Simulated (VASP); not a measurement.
Pd:

```
Pd
1.0
     2.78367    0.00000    0.00000
    -1.39183    2.41072    0.00000
     0.00000    0.00000    4.62889
Pd
2
Direct
  0.66667 0.33333 0.75000
  0.33333 0.66667 0.25000
```

This isn't the form of Pd at room conditions, which is fcc.

Base run:

```yaml
Program: VASP 6.6.1
Functional: PBE
Potentials_or_basis: VASP PAW PBE potentials, release 64 (Pd)
Cutoff: 520 eV
k_mesh: 14 × 14 × 7
Occupations: fermi-dirac, width 0.05 eV
Spin: collinear spin
Starting_moments: "[0.6, -0.6] μB"
Hubbard_terms: Pd d U = 3.0 eV
```

Its results: pressure -6.5 GPa; net moment 0.00 μB per cell; site moments Pd +0.19, -0.19 μB.

Problem. The run is repeated on the same cell with these changes: hubbard terms from Pd d U = 3.0 eV to Pd d U = 8.0 eV; moments at the start from [0.6, -0.6] to [0.6, 0.6]. What comes out?

Solution. Pressure -16.4 GPa; net moment 0.56 μB per cell; site moments Pd +0.36 μB.

Caveats: the cell stands under tension; the U is typed as a test and isn't derived for this compound.
